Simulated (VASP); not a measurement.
# Sc: relaxation of cell and atoms with PBEsol

Crystal: Sc.

```
Sc
1.0
    -1.84000    1.84000    1.84000
     1.84000   -1.84000    1.84000
     1.84000    1.84000   -1.84000
Sc
1
Direct
  0.00000 0.00000 0.00000
```

This isn't the form of Sc at room conditions, which is hcp.

* Program: VASP 6.6.1
* Task: relaxation of cell and atoms
* Functional: PBEsol
* Potentials or basis: VASP PAW PBE potentials, release 64 (Sc_sv)
* Cutoff: 500 eV
* k mesh: 7 × 7 × 7
* Occupations: fermi-dirac, width 0.05 eV
* Spin: no spin polarisation
* Target pressure: 45 GPa
* Dipole correction: no
* Further INCAR settings: ALGO = Normal; EDIFF = 1e-07; IBRION = 2; EDIFFG = -0.02; NSW = 80; ISIF = 3

```
Relaxed volume                                             : 15.37 Å³/atom
Relaxed cell                                               : a = 2.713 Å, b = 2.713 Å, c = 2.713 Å, α = 109.47°, β = 109.47°, γ = 109.47°
Space group after relaxing (to 0.1 Å)                      : Im-3m (No. 229)
Energy change on relaxing (the run minimises the enthalpy) : +897.7 meV/atom
Ionic steps                                                : 5
Pressure after relaxing                                    : 45.1 GPa
Band gap on the k mesh                                     : zero (an odd number of electrons rules out a gap without spin polarisation)
```

Step by step:
| step | energy change (eV) | largest force (eV/Å) | pressure (GPa) | volume (Å³) |
| --- | --- | --- | --- | --- |
| 1 | 0.0000 | 0.0000 | -2.30 | 24.92 |
| 2 | 9.2298 | 0.0000 | 452.04 | 6.69 |
| 3 | 0.5938 | 0.0000 | 33.62 | 16.61 |
| 4 | 0.7866 | 0.0000 | 40.88 | 15.78 |
| 5 | 0.8977 | 0.0000 | 45.11 | 15.37 |

Final structure:
```xyz
1
Lattice="-1.5661 1.5661 1.5661 1.5661 -1.5661 1.5661 1.5661 1.5661 -1.5661" Properties=species:S:1:pos:R:3 pbc="T T T"
Sc    0.0000    0.0000    0.0000
```

Levels at points of the mesh, in eV from the Fermi level:
```
           k point  band 2  band 3  band 4  band 5  band 6  band 7  band 8  band 9
(0.00, 0.00, 0.00)  -26.19  -26.19  -26.19   -5.66    2.00    2.00    2.00    4.46
```

Wall time 9.7 s on 1 thread of Intel(R) Xeon(R) 6975P-C (Granite Rapids), on a shared host, peak memory 0.15 GiB.

Caveat: the cell is relaxed towards a set pressure, so the run minimises the enthalpy, not the energy; the volume moved by over 15 % at a fixed basis, so the end points are rough; the PAW data sets were made with another functional, which shifts forces and pressure a little.
